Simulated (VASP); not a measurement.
# Mn (Pm-3m) in VASP: a series of runs

The runs below take Mn through single point, with revPBE.

All numbers are computed with VASP 6.6.1; they aren't measurements. Logs are shortened: lines on timing, memory, paths and dates and some standing lists are left out, and cuts for length are marked.

### 1 The cell of the first run

The structure is cubic, space group Pm-3m (No. 221). The conventional cell has a = 2.303 Å, b = 2.303 Å, c = 2.303 Å, α = 90.00°, β = 90.00°, γ = 90.00°. Mn (site symmetry m-3m) has 6 Mn at 2.30 Å within 3.0 Å.

This isn't the form of Mn at room conditions, which is a 58-atom cubic cell.

### 2 Single point, revPBE, collinear spin, ferromagnetic start

File INCAR:

```
SYSTEM = Mn
ALGO = Normal
EDIFF = 1E-6
ENCUT = 520
GGA = RE
ISIF = 2
ISMEAR = -1
ISPIN = 2
LASPH = .True.
LCHARG = .True.
LELF = .True.
LMAXMIX = 4
LORBIT = 11
LREAL = .False.
LVHAR = .True.
LWAVE = .False.
MAGMOM = 0.547
NBANDS = 16
NELM = 150
PREC = Accurate
SIGMA = 0.05
```

File KPOINTS:

```
k-points
0
Gamma
  22 22 22
  0 0 0
```

File POSCAR:

```
Mn
1.0
    2.3027118846      0.0000000000      0.0000000000
    0.0000000000      2.3027118846      0.0000000000
    0.0000000000      0.0000000000      2.3027118846
Mn
1
Direct
    0.0000000000      0.0000000000      0.0000000000
```

Potentials or basis: VASP PAW PBE potentials, release 64 (Mn_pv).

Launch:

```console
$ cat potpaw_PBE.64/Mn_pv/POTCAR > POTCAR
$ mpirun -np 1 vasp_std > vasp.out
```

OUTCAR:

```text
SYSTEM = Mn
   EDIFF = 1E-6
   ENCUT = 520
   GGA = RE
   ISIF = 2
   ISMEAR = -1
   ISPIN = 2
   LASPH = .True.
   LORBIT = 11
   LREAL = .False.
   NELM = 150
   PREC = Accurate

 ion  position               nearest neighbor table
   1  0.000  0.000  0.000-

  LATTYP: Found a simple cubic cell.
 ALAT       =     2.3027118846

  Lattice vectors:

 A1 = (   2.3027118846,   0.0000000000,   0.0000000000)
 A2 = (   0.0000000000,   2.3027118846,   0.0000000000)
 A3 = (   0.0000000000,   0.0000000000,   2.3027118846)

Analysis of symmetry for initial positions (statically):
=====================================================================
 Subroutine PRICEL returns:
 Original cell was already a primitive cell.

 Routine SETGRP: Setting up the symmetry group for a
 simple cubic supercell.

 Subroutine GETGRP returns: Found 48 space group operations
 (whereof 48 operations were pure point group operations)
 out of a pool of 48 trial point group operations.

The static configuration has the point symmetry O_h .

Analysis of symmetry for dynamics (positions and initial velocities):
=====================================================================
 Subroutine PRICEL returns:
 Original cell was already a primitive cell.

 Routine SETGRP: Setting up the symmetry group for a
 simple cubic supercell.

 Subroutine GETGRP returns: Found 48 space group operations
 (whereof 48 operations were pure point group operations)
 out of a pool of 48 trial point group operations.

The dynamic configuration has the point symmetry O_h .

Analysis of structural, dynamic, and magnetic symmetry:
=====================================================================
 Subroutine PRICEL returns:
 Original cell was already a primitive cell.

 Routine SETGRP: Setting up the symmetry group for a
 simple cubic supercell.

 Subroutine GETGRP returns: Found 48 space group operations
 (whereof 48 operations were pure point group operations)
 out of a pool of 48 trial point group operations.

The overall configuration has the point symmetry O_h .

 Subroutine INISYM returns: Found 48 space group operations
 (whereof 48 operations are pure point group operations),
 and found     1 'primitive' translations

----------------------------------------------------------------------------------------

                                     Primitive cell

  volume of cell :      12.2101
[... 94 lines left out ...]
   ISYM   =      2    0-nonsym 1-usesym 2-fastsym
   POTIM  = 0.5000    time-step for ionic-motion
   TEBEG  =    0.0;   TEEND  =   0.0 temperature during run
   PSTRESS=    0.0 pullay stress
   NELECT =      13.0000    total number of electrons
   NUPDOWN=      -1.0000    fix difference up-down
   EMIN   =  10.00;   EMAX   =-10.00  energy-range for DOS
   EFERMI =   0.00;   METHOD = LEGACY
   ISMEAR =    -1;   SIGMA  =   0.05  broadening in eV -4-tet -1-fermi 0-gaus
   EFERMI_NEDOS =   21; number of points for ismear=-14 and -15
   IALGO  =     38    algorithm
   IMIX   =      4    mixing-type and parameters
     AMIX     =   0.40;   BMIX     =  1.00
     AMIX_MAG =   1.60;   BMIX_MAG =  1.00
  volume/ion in A,a.u.               =      12.21        82.40
  Fermi-wavevector in a.u.,A,eV,Ry     =   1.671667  3.158992 38.021064  2.794469
  Thomas-Fermi vector in A             =   2.756949
   LORBIT       =     11    0 simple, 1 ext, 2 COOP (PROOUT), +10 PAW based schemes
   GGA     = RE    functional components
   LHFCALC =     F    Hartree Fock is set to
   AEXX    =    0.0000 exact exchange contribution
   IVDW    =     0    specifies the selected vdW correction
   LEPSILON=     F    determine dielectric tensor
   LRPA    =     F    only Hartree local field effects (RPA)
 spin polarized calculation
  energy-cutoff  :      520.00
  volume of cell :       12.21
 maximum number of plane-waves:       341
 NGX is ok and might be reduce to    18
   NGX =  9   NGY =  9   NGZ =  9

 number of electron      13.0000001 magnetization       0.5735727

 Free energy of the ion-electron system (eV)
  ---------------------------------------------------
  ext. energy  EPLUGINS =         0.00000000
  ---------------------------------------------------
  free energy    TOTEN  =        -7.64893149 eV

  energy without entropy =       -7.63618558  energy(sigma->0) =       -7.64255853

 E-fermi :   9.2131     XC(G=0): -13.0490

 val. band max:        9.2130586342   @ k =   0.3182   0.0909   0.0000
 cond. band min:       9.2163029123   @ k =   0.2727   0.0909   0.0909
 fundamental gap:      0.0032442781
 Fermi energy:         9.2131217521

 spin component 1

 k-point     1 :       0.0000    0.0000    0.0000
  band No.  band energies     occupation
      1     -38.8571      1.00000
      2     -38.8571      1.00000
      3     -38.8571      1.00000
      4       1.2956      1.00000
      5       5.5406      1.00000
      6       5.5406      1.00000
[... 435 lines left out ...]
      5       5.7022      1.00000
      6       5.8267      1.00000
[... 8 lines left out ...]
     15      39.5370      0.00000
     16      41.7253      0.00000

 [... further k-points ...]

 spin component 2

 k-point     1 :       0.0000    0.0000    0.0000
  band No.  band energies     occupation
      1     -38.2103      1.00000
      2     -38.2103      1.00000
      3     -38.2103      1.00000
      4       1.3779      1.00000
      5       5.8245      1.00000
      6       5.8246      1.00000
[... 435 lines left out ...]
      5       5.9882      1.00000
      6       6.1124      1.00000
[... 8 lines left out ...]
     15      39.8796      0.00000
     16      42.2690      0.00000

 [... further k-points ...]
[... 5 lines left out ...]
  --------------------------------------------------------------------------------------
  -------------------------------------------------------------------------------------
  Total        0.0178579      0.0178579      0.0178579     -0.0000000      0.0000000     -0.0000000
  in kB        2.3432720      2.3432720      2.3432720     -0.0000000      0.0000000     -0.0000000
  external PRESSURE =       2.3432720 kB  Pullay stress =       0.0000000 kB

 VOLUME and BASIS-vectors are now :
 -----------------------------------------------------------------------------
  energy-cutoff  :      520.00
  volume of cell :       12.21
      direct lattice vectors                 reciprocal lattice vectors
     2.302711885  0.000000000  0.000000000     0.434270569  0.000000000  0.000000000
     0.000000000  2.302711885  0.000000000     0.000000000  0.434270569  0.000000000
     0.000000000  0.000000000  2.302711885     0.000000000  0.000000000  0.434270569

 POSITION                                       TOTAL-FORCE (eV/Angst)
 -----------------------------------------------------------------------------------
      0.00000      0.00000      0.00000         0.000000      0.000000      0.000000
 -----------------------------------------------------------------------------------
    total drift:                               -0.000000      0.000000      0.000000

  FREE ENERGIE OF THE ION-ELECTRON SYSTEM (eV)
  ---------------------------------------------------
  free  energy   TOTEN  =        -7.6489314877 eV

  energy  without entropy=       -7.6361855778  energy(sigma->0) =       -7.64255853

 total charge

# of ion       s       p       d       tot
------------------------------------------
    1        0.413   6.298   5.241  11.951

 magnetization (x)

# of ion       s       p       d       tot
------------------------------------------
    1       -0.002  -0.005   0.579   0.572
```

Wall time 52 s (1 thread of Intel Xeon 6975P-C (Granite Rapids), shared host); peak memory 0.2 GiB.

What came out:

```yaml
Free_energy: -7.6489 eV
Pressure: 0.2 GPa
Net_moment: 0.57 μB per cell
Site_moments: Mn +0.57 μB
Valence_electrons_inside_the_program's_atomic_spheres: Mn 11.95
```

Caveat: the PAW data sets were made with another functional, which shifts forces and pressure a little.

### 3 Single point, revPBE, collinear spin, antiferromagnetic start (12.35 Å³/atom)

File INCAR:

```
PREC     = Accurate       # precision mode
ENCUT    = 520            # plane-wave cutoff, eV
EDIFF    = 1E-6           # SCF threshold, eV
ISMEAR   = -1             # smearing method
SIGMA    = 0.05           # smearing width, eV
LREAL    = F              # projectors in reciprocal space
LASPH    = T              # aspherical terms in the spheres
NELM     = 150            # most SCF steps
ALGO     = Normal         # electronic algorithm
ISIF     = 2              # what is computed and relaxed
LWAVE    = F              # write WAVECAR
LCHARG   = F              # write CHGCAR
ISPIN    = 2              # spin polarisation
MAGMOM   = 2.479 -2.479   # initial moments
LORBIT   = 11             # projections on sites
LMAXMIX  = 4              # l up to which the mixer works
GGA      = RE             # functional
NBANDS   = 24             # bands
```

File KPOINTS:

```
regular mesh
0
Gamma
  13 13 13
```

File POSCAR:

```
Mn
1.0
    0.0000000000      2.3116093361      2.3116093361
    2.3116093361      0.0000000000      2.3116093361
    2.3116093361      2.3116093361      0.0000000000
Mn
2
Direct
    0.0000000000      0.0000000000      0.0000000000
    0.5000000000      0.5000000000      0.5000000000
```

Potentials or basis: VASP PAW PBE potentials, release 64 (Mn_pv).

Launch:

```console
$ cat potpaw_PBE.64/Mn_pv/POTCAR > POTCAR
$ mpirun -np 1 vasp_std > vasp.out
```

Run time: 30 s. Hardware: 1 thread of Intel Xeon 6975P-C (Granite Rapids), shared host; peak memory 0.19 GiB.

Results (log left out):

- Free energy: -15.7810 eV
- Pressure: 14.9 GPa
- Band gap on the k mesh: zero (filled and empty bands overlap)
- Net moment: 0.00 μB per cell
- Site moments: Mn +2.13, -2.13 μB
- Valence electrons inside the program's atomic spheres: Mn 11.94

Levels at points of the mesh, in eV from the Fermi level:
Spin up:
```
           k point  band 9  band 10  band 11  band 12  band 13  band 14  band 15  band 16  band 17  band 18
(0.00, 0.00, 0.00)   -3.80    -3.62    -3.62    -3.62     1.69     1.69     1.69     2.74     2.74    11.50
```
Spin down:
| k point | band 9 | band 10 | band 11 | band 12 | band 13 | band 14 | band 15 | band 16 | band 17 | band 18 |
| --- | --- | --- | --- | --- | --- | --- | --- | --- | --- | --- |
| (0.00, 0.00, 0.00) | -3.80 | -3.62 | -3.62 | -3.62 | 1.69 | 1.69 | 1.69 | 2.74 | 2.74 | 11.50 |

Caveat: the cell stands under pressure; the antiferromagnetic order is the one typed at the start, and another may lie lower; the PAW data sets were made with another functional, which shifts forces and pressure a little.
